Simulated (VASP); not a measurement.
# KTaO3 (Pm-3m) in VASP: settings compared

The runs below take KTaO3 through single point, with PBE, r2SCAN.

Program: VASP 6.6.1. These are calculated values, not measurements. Logs are shortened: lines on timing, memory, paths and dates and some standing lists are left out, and cuts for length are marked.

## Step 1: The cell of the first run

Symmetry: Pm-3m, No. 221, cubic system. The conventional cell has a = 3.934 Å, b = 3.934 Å, c = 3.934 Å, α = 90.00°, β = 90.00°, γ = 90.00°. Ta (site symmetry m-3m) has 6 O at 1.97 Å within 2.6 Å. Within 3.7 Å of K (site symmetry m-3m) lie 12 O at 2.78 Å and 8 Ta at 3.41 Å. O (site symmetry 4/mmm) has 2 Ta at 1.97 Å within 2.6 Å.

## Step 2: Single point, PBE

File INCAR:

```
PREC     = Accurate       # precision mode
ENCUT    = 520            # plane-wave cutoff, eV
EDIFF    = 1E-7           # SCF threshold, eV
ISMEAR   = -1             # smearing method
SIGMA    = 0.05           # smearing width, eV
LREAL    = F              # projectors in reciprocal space
LASPH    = T              # aspherical terms in the spheres
NELM     = 60             # most SCF steps
ALGO     = Normal         # electronic algorithm
ISIF     = 2              # what is computed and relaxed
LWAVE    = F              # write WAVECAR
LCHARG   = T              # write CHGCAR
GGA      = PE             # functional
LELF     = T              # ELF
LVHAR    = T            
NBANDS   = 27             # bands
```

File KPOINTS:

```
regular mesh
0
Gamma
  7 7 7
```

File POSCAR:

```
KTaO3
1.0
    3.9343974464      0.0000000000      0.0000000000
    0.0000000000      3.9343974464      0.0000000000
    0.0000000000      0.0000000000      3.9343974464
Ta K O
1 1 3
Direct
    0.0000000000      0.0000000000      0.0000000000
    0.5000000000      0.5000000000      0.5000000000
    0.0000000000      0.0000000000      0.5000000000
    0.0000000000      0.5000000000      0.0000000000
    0.5000000000      0.0000000000      0.0000000000
```

Potentials or basis: VASP PAW PBE potentials, release 64 (Ta_pv, K_sv, O).

Run with:

```
> cat potpaw_PBE.64/Ta_pv/POTCAR potpaw_PBE.64/K_sv/POTCAR potpaw_PBE.64/O/POTCAR > POTCAR
> mpirun -np 1 vasp_std > vasp.out
```

OUTCAR:

```text
PREC = Accurate
   ENCUT = 520
   EDIFF = 1E-7
   ISMEAR = -1
   LREAL = F
   LASPH = T
   NELM = 60
   ISIF = 2
   GGA = PE

 ion  position               nearest neighbor table
   1  0.000  0.000  0.000-   3 1.97   4 1.97   5 1.97   3 1.97   4 1.97   5 1.97   2 3.41   2 3.41
                             2 3.41   2 3.41   2 3.41   2 3.41   2 3.41   2 3.41
   2  0.500  0.500  0.500-   3 2.78   4 2.78   5 2.78   4 2.78   5 2.78   3 2.78   5 2.78   5 2.78
                             3 2.78   4 2.78   4 2.78   3 2.78   1 3.41   1 3.41   1 3.41   1 3.41
   3  0.000  0.000  0.500-   1 1.97   1 1.97   2 2.78   2 2.78   2 2.78   2 2.78
   4  0.000  0.500  0.000-   1 1.97   1 1.97   2 2.78   2 2.78   2 2.78   2 2.78
   5  0.500  0.000  0.000-   1 1.97   1 1.97   2 2.78   2 2.78   2 2.78   2 2.78

  LATTYP: Found a simple cubic cell.
 ALAT       =     3.9343974464

  Lattice vectors:

 A1 = (   3.9343974464,   0.0000000000,   0.0000000000)
 A2 = (   0.0000000000,   3.9343974464,   0.0000000000)
 A3 = (   0.0000000000,   0.0000000000,   3.9343974464)

Analysis of symmetry for initial positions (statically):
=====================================================================
 Subroutine PRICEL returns:
 Original cell was already a primitive cell.

 Routine SETGRP: Setting up the symmetry group for a
 simple cubic supercell.

 Subroutine GETGRP returns: Found 48 space group operations
 (whereof 48 operations were pure point group operations)
 out of a pool of 48 trial point group operations.

The static configuration has the point symmetry O_h .

Analysis of symmetry for dynamics (positions and initial velocities):
=====================================================================
 Subroutine PRICEL returns:
 Original cell was already a primitive cell.

 Routine SETGRP: Setting up the symmetry group for a
 simple cubic supercell.

 Subroutine GETGRP returns: Found 48 space group operations
 (whereof 48 operations were pure point group operations)
 out of a pool of 48 trial point group operations.

The dynamic configuration has the point symmetry O_h .

 Subroutine INISYM returns: Found 48 space group operations
 (whereof 48 operations are pure point group operations),
 and found     1 'primitive' translations

----------------------------------------------------------------------------------------

                                     Primitive cell

  volume of cell :      60.9024

  direct lattice vectors                    reciprocal lattice vectors
     3.934397446  0.000000000  0.000000000     0.254168526  0.000000000  0.000000000
     0.000000000  3.934397446  0.000000000     0.000000000  0.254168526  0.000000000
     0.000000000  0.000000000  3.934397446     0.000000000  0.000000000  0.254168526

  length of vectors
     3.934397446  3.934397446  3.934397446     0.254168526  0.254168526  0.254168526

  position of ions in fractional coordinates (direct lattice)
     0.000000000  0.000000000  0.000000000
     0.500000000  0.500000000  0.500000000
     0.000000000  0.000000000  0.500000000
     0.000000000  0.500000000  0.000000000
     0.500000000  0.000000000  0.000000000

  ion indices of the primitive-cell ions
   primitive index   ion index
                 1           1
                 2           2
                 3           3
                 4           4
                 5           5

----------------------------------------------------------------------------------------

 KPOINTS: regular mesh

Automatic generation of k-mesh.
 Grid dimensions read from file:
 generate k-points for:    7    7    7

 Generating k-lattice:

  Cartesian coordinates                     Fractional coordinates (reciprocal lattice)
     0.036309789  0.000000000  0.000000000     0.142857143  0.000000000  0.000000000
     0.000000000  0.036309789  0.000000000     0.000000000  0.142857143  0.000000000
     0.000000000  0.000000000  0.036309789     0.000000000  0.000000000  0.142857143

  Length of vectors
     0.036309789  0.036309789  0.036309789

  Shift w.r.t. Gamma in fractional coordinates (k-lattice)
     0.000000000  0.000000000  0.000000000

 Subroutine IBZKPT returns following result:
 ===========================================

 Found     20 irreducible k-points:

 Following reciprocal coordinates:
            Coordinates               Weight
  0.000000  0.000000  0.000000      1.000000
  0.142857  0.000000  0.000000      6.000000
  0.285714  0.000000  0.000000      6.000000
  0.428571  0.000000  0.000000      6.000000
  0.142857  0.142857  0.000000     12.000000
  0.285714  0.142857  0.000000     24.000000
[... 12 lines left out ...]
  0.428571  0.428571  0.285714     24.000000
  0.428571  0.428571  0.428571      8.000000
   k-points           NKPTS =     20   k-points in BZ     NKDIM =     20   number of bands    NBANDS=     27
   number of dos      NEDOS =    301   number of ions     NIONS =      5
   total plane-waves  NPLWV =  27000
   dimension x,y,z NGX =    30 NGY =   30 NGZ =   30
   dimension x,y,z NGXF=    60 NGYF=   60 NGZF=   60
   ions per type =               1   1   3
   NGX,Y,Z   is equivalent  to a cutoff of  12.68, 12.68, 12.68 a.u.
   NGXF,Y,Z  is equivalent  to a cutoff of  25.35, 25.35, 25.35 a.u.
 SYSTEM =  unknown system
   PREC   = accura    normal or accurate (medium, high low for compatibility)
   ISTART =      0    job   : 0-new  1-cont  2-samecut
   ICHARG =      2    charge: 1-file 2-atom 10-const
   ISPIN  =      1    spin polarized calculation?
   LNONCOLLINEAR =      F non collinear calculations
   LSORBIT =      F    spin-orbit coupling
   LASPH  =      T    aspherical Exc in radial PAW
   ENCUT  =  520.0 eV  38.22 Ry    6.18 a.u.   7.32  7.32  7.32*2*pi/ulx,y,z
   NELM   =     60;   NELMIN=  2; NELMDL= -5     # of ELM steps
   EDIFF  = 0.1E-06   stopping-criterion for ELM
   LREAL  =      F    real-space projection
   EDIFFG = 0.1E-05   stopping-criterion for IOM
   NSW    =      0    number of steps for IOM
   IBRION =     -1    ionic relax: 0-MD 1-quasi-New 2-CG
   NFREE  =      0    steps in history (QN), initial steepest desc. (CG)
   ISIF   =      2    stress and relaxation
   ISYM   =      2    0-nonsym 1-usesym 2-fastsym
   POTIM  = 0.5000    time-step for ionic-motion
   TEBEG  =    0.0;   TEEND  =   0.0 temperature during run
   PSTRESS=    0.0 pullay stress
   NELECT =      38.0000    total number of electrons
   NUPDOWN=      -1.0000    fix difference up-down
   EMIN   =  10.00;   EMAX   =-10.00  energy-range for DOS
   EFERMI =   0.00;   METHOD = LEGACY
   ISMEAR =    -1;   SIGMA  =   0.05  broadening in eV -4-tet -1-fermi 0-gaus
   EFERMI_NEDOS =   21; number of points for ismear=-14 and -15
   IALGO  =     38    algorithm
   IMIX   =      4    mixing-type and parameters
     AMIX     =   0.40;   BMIX     =  1.00
     AMIX_MAG =   1.60;   BMIX_MAG =  1.00
  volume/ion in A,a.u.               =      12.18        82.20
  Fermi-wavevector in a.u.,A,eV,Ry     =   1.398914  2.643565 26.626077  1.956961
  Thomas-Fermi vector in A             =   2.522025
   LORBIT       =      0    0 simple, 1 ext, 2 COOP (PROOUT), +10 PAW based schemes
   GGA     = PE    functional components
   LHFCALC =     F    Hartree Fock is set to
   AEXX    =    0.0000 exact exchange contribution
   IVDW    =     0    specifies the selected vdW correction
   LEPSILON=     F    determine dielectric tensor
   LRPA    =     F    only Hartree local field effects (RPA)
 non-spin polarized calculation
  energy-cutoff  :      520.00
  volume of cell :       60.90
 maximum number of plane-waves:      1659
 NGX is ok and might be reduce to    30
   NGX = 15   NGY = 15   NGZ = 15

 number of electron      37.9999993 magnetization

 Free energy of the ion-electron system (eV)
  ---------------------------------------------------
  ext. energy  EPLUGINS =         0.00000000
  ---------------------------------------------------
  free energy    TOTEN  =       -40.85689745 eV

  energy without entropy =      -40.85689745  energy(sigma->0) =      -40.85689745

 E-fermi :   3.1375     XC(G=0): -11.0881

 val. band max:        2.0251156898   @ k =   0.4286   0.4286   0.4286
 cond. band min:       4.3512191355   @ k =   0.0000   0.0000   0.0000
 fundamental gap:      2.3261034456
 Fermi energy:         3.1375459725

 k-point     1 :       0.0000    0.0000    0.0000
  band No.  band energies     occupation
      1     -31.8530      2.00000
      2     -31.8530      2.00000
      3     -31.8530      2.00000
      4     -25.2050      2.00000
      5     -15.6138      2.00000
      6     -14.8977      2.00000
[... 19 lines left out ...]
     26      10.1456      0.00000
     27      10.1456      0.00000

 k-point     2 :       0.1429    0.0000    0.0000
  band No.  band energies     occupation
      1     -31.8743      2.00000
      2     -31.8522      2.00000
      3     -31.8522      2.00000
      4     -25.1983      2.00000
      5     -15.5569      2.00000
      6     -14.8929      2.00000
[... 19 lines left out ...]
     26      10.4145      0.00000
     27      10.5205      0.00000

 k-point     3 :       0.2857    0.0000    0.0000
  band No.  band energies     occupation
      1     -31.9215      2.00000
      2     -31.8504      2.00000
      3     -31.8504      2.00000
      4     -25.1833      2.00000
      5     -15.5159      2.00000
      6     -14.8820      2.00000
[... 19 lines left out ...]
     26      11.0514      0.00000
     27      11.9849      0.00000

 k-point     4 :       0.4286    0.0000    0.0000
  band No.  band energies     occupation
      1     -31.9588      2.00000
      2     -31.8489      2.00000
      3     -31.8489      2.00000
      4     -25.1713      2.00000
      5     -15.5267      2.00000
      6     -14.8730      2.00000
[... 19 lines left out ...]
     26      11.5999      0.00000
     27      12.6504      0.00000
[... 396 lines left out ...]
      4     -25.1496      2.00000
      5     -14.5777      2.00000
      6     -14.2734      2.00000
[... 19 lines left out ...]
     26      13.0956      0.00000
     27      13.3014      0.00000

 k-point    19 :       0.4286    0.4286    0.2857
  band No.  band energies     occupation
      1     -31.9503      2.00000
      2     -31.9501      2.00000
      3     -31.9119      2.00000
      4     -25.1434      2.00000
      5     -14.4100      2.00000
      6     -13.9452      2.00000
[... 19 lines left out ...]
     26      13.4353      0.00000
     27      13.8259      0.00000

 k-point    20 :       0.4286    0.4286    0.4286
  band No.  band energies     occupation
      1     -31.9486      2.00000
      2     -31.9485      2.00000
      3     -31.9485      2.00000
      4     -25.1371      2.00000
      5     -13.9522      2.00000
      6     -13.8881      2.00000
[... 19 lines left out ...]
     26      13.4263      0.00000
     27      14.1986      0.00000

------------------------ aborting loop because EDIFF is reached ----------------------------------------

  FORCE on cell =-STRESS in cart. coord.  units (eV):
  Direction    XX          YY          ZZ          XY          YZ          ZX
  --------------------------------------------------------------------------------------
  -------------------------------------------------------------------------------------
  Total        5.9694259      5.9694259      5.9694259      0.0000000     -0.0000000      0.0000000
  in kB      157.0393402    157.0393402    157.0393402      0.0000000     -0.0000000      0.0000000
  external PRESSURE =     157.0393402 kB  Pullay stress =       0.0000000 kB

 VOLUME and BASIS-vectors are now :
 -----------------------------------------------------------------------------
  energy-cutoff  :      520.00
  volume of cell :       60.90
      direct lattice vectors                 reciprocal lattice vectors
     3.934397446  0.000000000  0.000000000     0.254168526  0.000000000  0.000000000
     0.000000000  3.934397446  0.000000000     0.000000000  0.254168526  0.000000000
     0.000000000  0.000000000  3.934397446     0.000000000  0.000000000  0.254168526

 POSITION                                       TOTAL-FORCE (eV/Angst)
 -----------------------------------------------------------------------------------
      0.00000      0.00000      0.00000         0.000000      0.000000      0.000000
      1.96720      1.96720      1.96720         0.000000      0.000000      0.000000
      0.00000      0.00000      1.96720         0.000000      0.000000      0.000000
      0.00000      1.96720      0.00000         0.000000      0.000000      0.000000
      1.96720      0.00000      0.00000         0.000000      0.000000      0.000000
 -----------------------------------------------------------------------------------
    total drift:                                0.000000     -0.000000      0.000000

  FREE ENERGIE OF THE ION-ELECTRON SYSTEM (eV)
  ---------------------------------------------------
  free  energy   TOTEN  =       -40.8568974501 eV

  energy  without entropy=      -40.8568974500  energy(sigma->0) =      -40.85689745
```

Wall time 76 s (1 thread of AMD EPYC 7R13, shared host); peak memory 0.15 GiB.

What came out:

| Quantity | Value |
| --- | --- |
| Free energy | -40.8569 eV |
| Pressure | 15.7 GPa |
| Band gap on the k mesh | 2.33 eV, indirect (least direct gap 2.86 eV) |

Caveat: spin-orbit coupling is left out, which moves the levels of the heavy elements. Expect the measured gap to be larger: semilocal functionals such as PBE lack the derivative discontinuity.

## Step 3: Single point, PBE

This run uses another cell than the first one, of 13.45 Å³/atom, 1.104 times its volume.

File INCAR:

```
PREC = Accurate
ENCUT = 520
EDIFF = 1E-6
ISMEAR = -1
SIGMA = 0.05
LREAL = False
LASPH = True
NELM = 60
ALGO = Normal
ISIF = 2
LWAVE = False
LCHARG = False
GGA = PE
NBANDS = 27
```

KPOINTS is that of step 2.

POSCAR: that of step 2 with these lines changed.

```diff
@@ -2,5 +2,5 @@
 1.0
-    3.9343974464      0.0000000000      0.0000000000
-    0.0000000000      3.9343974464      0.0000000000
-    0.0000000000      0.0000000000      3.9343974464
+    4.0665218197      0.0000000000      0.0000000000
+    0.0000000000      4.0665218197      0.0000000000
+    0.0000000000      0.0000000000      4.0665218197
 Ta K O
```

Potentials or basis: VASP PAW PBE potentials, release 64 (Ta_pv, K_sv, O).

Run with:

```
> cat potpaw_PBE.64/Ta_pv/POTCAR potpaw_PBE.64/K_sv/POTCAR potpaw_PBE.64/O/POTCAR > POTCAR
> mpirun -np 1 vasp_std > vasp.out
```

Wall time 72 s (1 thread of AMD EPYC 7R13, shared host); peak memory 0.16 GiB.

It converged, with:

```yaml
Free_energy: -41.0402 eV
Pressure: -5.0 GPa
Band_gap_on_the_k_mesh: 2.10 eV, indirect (least direct gap 2.68 eV)
```

Levels at points of the mesh, in eV from the valence-band top:
| k point | band 17 | band 18 | band 19 | band 20 | band 21 | band 22 |
| --- | --- | --- | --- | --- | --- | --- |
| (0.00, 0.00, 0.00) | -0.58 | -0.58 | -0.58 | 2.10 | 2.10 | 2.10 |

Caveat: spin-orbit coupling is left out, which moves the levels of the heavy elements. A k mesh can miss the band edges.

## Step 4: Single point, r2SCAN

This run uses another cell than the first one, of 11.93 Å³/atom, 0.979 times its volume.

POSCAR: that of step 3 with these lines changed.

```diff
@@ -2,5 +2,5 @@
 1.0
-    4.0665218197      0.0000000000      0.0000000000
-    0.0000000000      4.0665218197      0.0000000000
-    0.0000000000      0.0000000000      4.0665218197
+    3.9068832774      0.0000000000      0.0000000000
+    0.0000000000      3.9068832774      0.0000000000
+    0.0000000000      0.0000000000      3.9068832774
 Ta K O
```

File INCAR.step1:

```
SYSTEM = KTaO3
PREC     = Accurate       ! precision mode
ENCUT    = 520            ! plane-wave cutoff, eV
ISMEAR   = -1             ! smearing method
SIGMA    = 0.05           ! smearing width, eV
LREAL    = .FALSE.        ! projectors in reciprocal space
LASPH    = .TRUE.         ! aspherical terms in the spheres
NELM     = 100            ! most SCF steps
NBANDS   = 27             ! bands
GGA      = PE             ! functional
ALGO     = Normal         ! electronic algorithm
EDIFF    = 1E-4           ! SCF threshold, eV
LWAVE    = .TRUE.         ! write WAVECAR
LCHARG   = .FALSE.        ! write CHGCAR
```

File INCAR.step2:

```
SYSTEM = KTaO3
PREC     = Accurate       ! precision mode
ENCUT    = 520            ! plane-wave cutoff, eV
EDIFF    = 1E-6           ! SCF threshold, eV
ISMEAR   = -1             ! smearing method
SIGMA    = 0.05           ! smearing width, eV
LREAL    = .FALSE.        ! projectors in reciprocal space
LASPH    = .TRUE.         ! aspherical terms in the spheres
NELM     = 100            ! most SCF steps
ALGO     = Normal         ! electronic algorithm
ISIF     = 2              ! what is computed and relaxed
LWAVE    = .FALSE.        ! write WAVECAR
LCHARG   = .FALSE.        ! write CHGCAR
METAGGA  = R2SCAN         ! meta-GGA
LMIXTAU  = .TRUE.       
NBANDS   = 27             ! bands
ISTART   = 1
```

File KPOINTS:

```
regular mesh
0
G
  7 7 7
  0 0 0
```

Run with:

```
> cat potpaw_PBE.64/Ta_pv/POTCAR potpaw_PBE.64/K_sv/POTCAR potpaw_PBE.64/O/POTCAR > POTCAR
> cp INCAR.step1 INCAR
> mpirun -np 1 vasp_std > vasp.out
> cp INCAR.step2 INCAR
> mpirun -np 1 vasp_std > vasp.out
```

Run time: 80 s. Hardware: 1 thread of AMD EPYC 9R14 (Zen 4), shared host; peak memory 0.16 GiB.

The run converged. Its results:

```
Free energy            : -86.9566 eV
Pressure               : 16.5 GPa
Band gap on the k mesh : 2.82 eV, indirect (least direct gap 3.37 eV)
```

Levels at points of the mesh, in eV from the valence-band top:
| k point | band 16 | band 17 | band 18 | band 19 | band 20 | band 21 | band 22 | band 23 |
| --- | --- | --- | --- | --- | --- | --- | --- | --- |
| (0.00, 0.00, 0.00) | -1.13 | -0.55 | -0.55 | -0.55 | 2.82 | 2.82 | 2.82 | 7.90 |

Caveat: the PAW data sets were made with another functional, which shifts forces and pressure a little; spin-orbit coupling is left out, which moves the levels of the heavy elements. r2SCAN opens gaps a little over a GGA but as a rule still falls short of measured ones.

(Part 1 of 2 ends here.)
